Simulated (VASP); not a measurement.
A run of VASP 6.6.1 is set up as follows.

The input INCAR:

```
PREC = Accurate
ENCUT = 1340
EDIFF = 1E-6
ISMEAR = 0
SIGMA = 0.02
LREAL = False
LASPH = True
NELM = 120
ALGO = Normal
ISIF = 2
LWAVE = False
LCHARG = False
GGA = PS
NBANDS = 28
GGA_COMPAT = False
```

KPOINTS

```
Automatic mesh
0
Gamma
  8 8 8
```

POSCAR

```
BaTiO3
1.0
    3.9557356621      0.0000000000      0.0000000000
    0.0000000000      3.9557356621      0.0000000000
    0.0000000000      0.0000000000      4.0433154405
Ba Ti O
1 1 3
Direct
    0.0000000000      0.0000000000     -0.0018819369
    0.5000000000      0.5000000000      0.4829432829
    0.5000000000      0.5000000000      0.0277781019
    0.5000000000      0.0000000000      0.5170802761
    0.0000000000      0.5000000000      0.5170802761
```

Potentials or basis: VASP PAW PBE potentials, release 64 (Ba_sv, Ti_sv, O_h).

Launch:

```sh
$ cat potpaw_PBE.64/Ba_sv/POTCAR potpaw_PBE.64/Ti_sv/POTCAR potpaw_PBE.64/O_h/POTCAR > POTCAR
$ mpirun -np 1 vasp_std > vasp.out
```

Predict the largest force.

0.038 eV/Å.

Estimate the band gap on the k mesh.

1.79 eV (least direct gap 2.19 eV).

Forces on the atoms (eV/Å):
```
Ba   0.000  0.000  0.038
Ti   0.000  0.000  0.021
O    0.000  0.000 -0.027
O    0.000  0.000 -0.016
O    0.000  0.000 -0.016
```

Caveat: the PAW data sets were made with another functional, which shifts forces and pressure a little; spin-orbit coupling is left out, which moves the levels of the heavy elements. A k mesh can miss the band edges.
